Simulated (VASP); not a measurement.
# ScAl (Pm-3m) in VASP: notebook, part 4 of 4

VASP 6.6.1.

## (6) Single point, LDA (16.27 Å³/atom)

This run uses another cell than the first one, of 16.27 Å³/atom.

INCAR reads:

```
SYSTEM = ScAl
PREC = Accurate
ENCUT = 520
EDIFF = 1E-7
ISMEAR = -1
SIGMA = 0.05
LREAL = .FALSE.
LASPH = .TRUE.
NELM = 60
ALGO = Normal
ISIF = 2
LWAVE = .FALSE.
LCHARG = .TRUE.
LELF = .TRUE.
LVHAR = .TRUE.
NBANDS = 14
```

KPOINTS reads:

```
Automatic mesh
0
G
  11 11 11
  0 0 0
```

POSCAR reads:

```
ScAl
1.0
    3.1926245275      0.0000000000      0.0000000000
    0.0000000000      3.1926245275      0.0000000000
    0.0000000000      0.0000000000      3.1926245275
Sc Al
1 1
Direct
    0.5000000000      0.5000000000      0.5000000000
    0.0000000000      0.0000000000      0.0000000000
```

Potentials or basis: VASP PAW LDA potentials, release 64 (Sc_sv, Al).

Command:

```bash
$ cat potpaw_LDA.64/Sc_sv/POTCAR potpaw_LDA.64/Al/POTCAR > POTCAR
$ mpirun -np 1 vasp_std > vasp.out
```

OUTCAR:

```text
SYSTEM = ScAl
   PREC = Accurate
   ENCUT = 520
   EDIFF = 1E-7
   ISMEAR = -1
   LREAL = .FALSE.
   LASPH = .TRUE.
   NELM = 60
   ISIF = 2

 ion  position               nearest neighbor table
   1  0.500  0.500  0.500-   2 2.76   2 2.76   2 2.76   2 2.76   2 2.76   2 2.76   2 2.76   2 2.76

   2  0.000  0.000  0.000-   1 2.76   1 2.76   1 2.76   1 2.76   1 2.76   1 2.76   1 2.76   1 2.76

  LATTYP: Found a simple cubic cell.
 ALAT       =     3.1926245275

  Lattice vectors:

 A1 = (   3.1926245275,   0.0000000000,   0.0000000000)
 A2 = (   0.0000000000,   3.1926245275,   0.0000000000)
 A3 = (   0.0000000000,   0.0000000000,   3.1926245275)

Analysis of symmetry for initial positions (statically):
=====================================================================
 Subroutine PRICEL returns:
 Original cell was already a primitive cell.

 Routine SETGRP: Setting up the symmetry group for a
 simple cubic supercell.

 Subroutine GETGRP returns: Found 48 space group operations
 (whereof 48 operations were pure point group operations)
 out of a pool of 48 trial point group operations.

The static configuration has the point symmetry O_h .

Analysis of symmetry for dynamics (positions and initial velocities):
=====================================================================
 Subroutine PRICEL returns:
 Original cell was already a primitive cell.

 Routine SETGRP: Setting up the symmetry group for a
 simple cubic supercell.

 Subroutine GETGRP returns: Found 48 space group operations
 (whereof 48 operations were pure point group operations)
 out of a pool of 48 trial point group operations.

The dynamic configuration has the point symmetry O_h .

 Subroutine INISYM returns: Found 48 space group operations
 (whereof 48 operations are pure point group operations),
 and found     1 'primitive' translations

----------------------------------------------------------------------------------------

                                     Primitive cell

  volume of cell :      32.5419

  direct lattice vectors                    reciprocal lattice vectors
     3.192624528  0.000000000  0.000000000     0.313221925  0.000000000  0.000000000
     0.000000000  3.192624528  0.000000000     0.000000000  0.313221925  0.000000000
     0.000000000  0.000000000  3.192624528     0.000000000  0.000000000  0.313221925

  length of vectors
     3.192624528  3.192624528  3.192624528     0.313221925  0.313221925  0.313221925

  position of ions in fractional coordinates (direct lattice)
     0.500000000  0.500000000  0.500000000
     0.000000000  0.000000000  0.000000000

  ion indices of the primitive-cell ions
   primitive index   ion index
                 1           1
                 2           2

----------------------------------------------------------------------------------------

 KPOINTS: Automatic mesh

Automatic generation of k-mesh.
 Grid dimensions read from file:
 generate k-points for:   11   11   11

 Generating k-lattice:

  Cartesian coordinates                     Fractional coordinates (reciprocal lattice)
     0.028474720  0.000000000  0.000000000     0.090909091  0.000000000  0.000000000
     0.000000000  0.028474720  0.000000000     0.000000000  0.090909091  0.000000000
     0.000000000  0.000000000  0.028474720     0.000000000  0.000000000  0.090909091
[... 40 lines left out ...]
   number of dos      NEDOS =    301   number of ions     NIONS =      2
   total plane-waves  NPLWV =  13824
   dimension x,y,z NGX =    24 NGY =   24 NGZ =   24
   dimension x,y,z NGXF=    48 NGYF=   48 NGZF=   48
   ions per type =               1   1
   NGX,Y,Z   is equivalent  to a cutoff of  12.50, 12.50, 12.50 a.u.
   NGXF,Y,Z  is equivalent  to a cutoff of  24.99, 24.99, 24.99 a.u.
 SYSTEM =  ScAl
   PREC   = accura    normal or accurate (medium, high low for compatibility)
   ISTART =      0    job   : 0-new  1-cont  2-samecut
   ICHARG =      2    charge: 1-file 2-atom 10-const
   ISPIN  =      1    spin polarized calculation?
   LNONCOLLINEAR =      F non collinear calculations
   LSORBIT =      F    spin-orbit coupling
   LASPH  =      T    aspherical Exc in radial PAW
   ENCUT  =  520.0 eV  38.22 Ry    6.18 a.u.   5.94  5.94  5.94*2*pi/ulx,y,z
   NELM   =     60;   NELMIN=  2; NELMDL= -5     # of ELM steps
   EDIFF  = 0.1E-06   stopping-criterion for ELM
   LREAL  =      F    real-space projection
   EDIFFG = 0.1E-05   stopping-criterion for IOM
   NSW    =      0    number of steps for IOM
   IBRION =     -1    ionic relax: 0-MD 1-quasi-New 2-CG
   NFREE  =      0    steps in history (QN), initial steepest desc. (CG)
   ISIF   =      2    stress and relaxation
   ISYM   =      2    0-nonsym 1-usesym 2-fastsym
   POTIM  = 0.5000    time-step for ionic-motion
   TEBEG  =    0.0;   TEEND  =   0.0 temperature during run
   PSTRESS=    0.0 pullay stress
   NELECT =      14.0000    total number of electrons
   NUPDOWN=      -1.0000    fix difference up-down
   EMIN   =  10.00;   EMAX   =-10.00  energy-range for DOS
   EFERMI =   0.00;   METHOD = LEGACY
   ISMEAR =    -1;   SIGMA  =   0.05  broadening in eV -4-tet -1-fermi 0-gaus
   EFERMI_NEDOS =   21; number of points for ismear=-14 and -15
   IALGO  =     38    algorithm
   IMIX   =      4    mixing-type and parameters
     AMIX     =   0.40;   BMIX     =  1.00
     AMIX_MAG =   1.60;   BMIX_MAG =  1.00
  volume/ion in A,a.u.               =      16.27       109.80
  Fermi-wavevector in a.u.,A,eV,Ry     =   1.235861  2.335439 20.780895  1.527353
  Thomas-Fermi vector in A             =   2.370493
   LORBIT       =      0    0 simple, 1 ext, 2 COOP (PROOUT), +10 PAW based schemes
   GGA     = CA    functional components
   LHFCALC =     F    Hartree Fock is set to
   AEXX    =    0.0000 exact exchange contribution
   IVDW    =     0    specifies the selected vdW correction
   LEPSILON=     F    determine dielectric tensor
   LRPA    =     F    only Hartree local field effects (RPA)
 non-spin polarized calculation
  energy-cutoff  :      520.00
  volume of cell :       32.54
 maximum number of plane-waves:       895
 NGX is ok and might be reduce to    24
   NGX = 11   NGY = 11   NGZ = 11

 number of electron      14.0000008 magnetization

 Free energy of the ion-electron system (eV)
  ---------------------------------------------------
  ext. energy  EPLUGINS =         0.00000000
  ---------------------------------------------------
  free energy    TOTEN  =       -11.76704278 eV

  energy without entropy =      -11.76142579  energy(sigma->0) =      -11.76423429

 E-fermi :   7.1588     XC(G=0): -11.2136

 val. band max:        7.0794779367   @ k =   0.3636   0.0000   0.0000
 cond. band min:       7.1914913851   @ k =   0.4545   0.4545   0.1818
 fundamental gap:      0.1120134484
 Fermi energy:         7.1587892912

 k-point     1 :       0.0000    0.0000    0.0000
  band No.  band energies     occupation
      1     -41.2280      2.00000
      2     -20.1423      2.00000
      3     -20.1423      2.00000
      4     -20.1423      2.00000
      5      -1.8438      2.00000
      6       6.1859      2.00000
      7       6.1859      2.00000
      8      10.3165      0.00000
      9      10.3165      0.00000
     10      10.3165      0.00000
     11      11.6820      0.00000
     12      11.6820      0.00000
     13      11.6820      0.00000
     14      16.7933      0.00000
[... 377 lines left out ...]
      1     -41.2045      2.00000
      2     -20.3291      2.00000
      3     -20.1500      2.00000
      4     -20.1466      2.00000
      5      -0.4199      2.00000
      6       5.0370      2.00000
      7       6.6448      1.99993
      8       8.4306      0.00000
      9       8.4856      0.00000
     10       9.9977      0.00000
     11      11.2505      0.00000
     12      13.7381      0.00000
     13      13.7421      0.00000
     14      15.8051      0.00000

 [... further k-points ...]

------------------------ aborting loop because EDIFF is reached ----------------------------------------

  FORCE on cell =-STRESS in cart. coord.  units (eV):
  Direction    XX          YY          ZZ          XY          YZ          ZX
  --------------------------------------------------------------------------------------
  -------------------------------------------------------------------------------------
  Total        2.3687224      2.3687224      2.3687224     -0.0000000      0.0000000      0.0000000
  in kB      116.6221964    116.6221964    116.6221964     -0.0000000      0.0000000      0.0000000
  external PRESSURE =     116.6221964 kB  Pullay stress =       0.0000000 kB

 VOLUME and BASIS-vectors are now :
 -----------------------------------------------------------------------------
  energy-cutoff  :      520.00
  volume of cell :       32.54
      direct lattice vectors                 reciprocal lattice vectors
     3.192624528  0.000000000  0.000000000     0.313221925  0.000000000  0.000000000
     0.000000000  3.192624528  0.000000000     0.000000000  0.313221925  0.000000000
     0.000000000  0.000000000  3.192624528     0.000000000  0.000000000  0.313221925

 POSITION                                       TOTAL-FORCE (eV/Angst)
 -----------------------------------------------------------------------------------
      1.59631      1.59631      1.59631         0.000000      0.000000      0.000000
      0.00000      0.00000      0.00000         0.000000      0.000000      0.000000
 -----------------------------------------------------------------------------------
    total drift:                                0.000000     -0.000000     -0.000000

  FREE ENERGIE OF THE ION-ELECTRON SYSTEM (eV)
  ---------------------------------------------------
  free  energy   TOTEN  =       -11.7670427815 eV

  energy  without entropy=      -11.7614257925  energy(sigma->0) =      -11.76423429
```

OSZICAR:

```text
N       E                     dE             d eps       ncg     rms          rms(c)
DAV:   1     0.120840928588E+03    0.12084E+03   -0.68616E+03  1624   0.100E+03
DAV:   2    -0.960011794048E+01   -0.13044E+03   -0.12638E+03  1644   0.332E+02
DAV:   3    -0.127077373392E+02   -0.31076E+01   -0.30477E+01  2446   0.644E+01
DAV:   4    -0.127592946007E+02   -0.51557E-01   -0.51532E-01  1900   0.630E+00
DAV:   5    -0.127614068257E+02   -0.21122E-02   -0.21122E-02  2320   0.107E+00    0.939E+00
DAV:   6    -0.118316833455E+02    0.92972E+00   -0.15484E+00  2394   0.202E+01    0.300E+00
DAV:   7    -0.117807490920E+02    0.50934E-01   -0.81272E-02  2604   0.324E+00    0.122E+00
DAV:   8    -0.117673935861E+02    0.13356E-01   -0.14133E-02  2136   0.146E+00    0.273E-01
DAV:   9    -0.117670791145E+02    0.31447E-03   -0.10314E-03  2464   0.585E-01    0.944E-02
DAV:  10    -0.117670449193E+02    0.34195E-04   -0.13685E-04  2424   0.160E-01    0.286E-02
DAV:  11    -0.117670448031E+02    0.11626E-06   -0.17349E-05  2416   0.740E-02    0.139E-02
DAV:  12    -0.117670427720E+02    0.20310E-05   -0.55207E-06  2322   0.432E-02    0.126E-03
DAV:  13    -0.117670427815E+02   -0.94344E-08   -0.10264E-07  1350   0.251E-03
   1 F= -.11767043E+02 E0= -.11764234E+02  d E =-.561699E-02
```

It took 26 s on 1 thread of Intel Xeon 8259CL, shared host; peak memory 0.14 GiB.

What came out:

```yaml
Free_energy: -11.7670 eV
Pressure: 11.7 GPa
Band_gap_on_the_k_mesh: zero (bands 7 and 8 overlap by 0.70 eV)
```

Caveat: the cell stands under pressure.
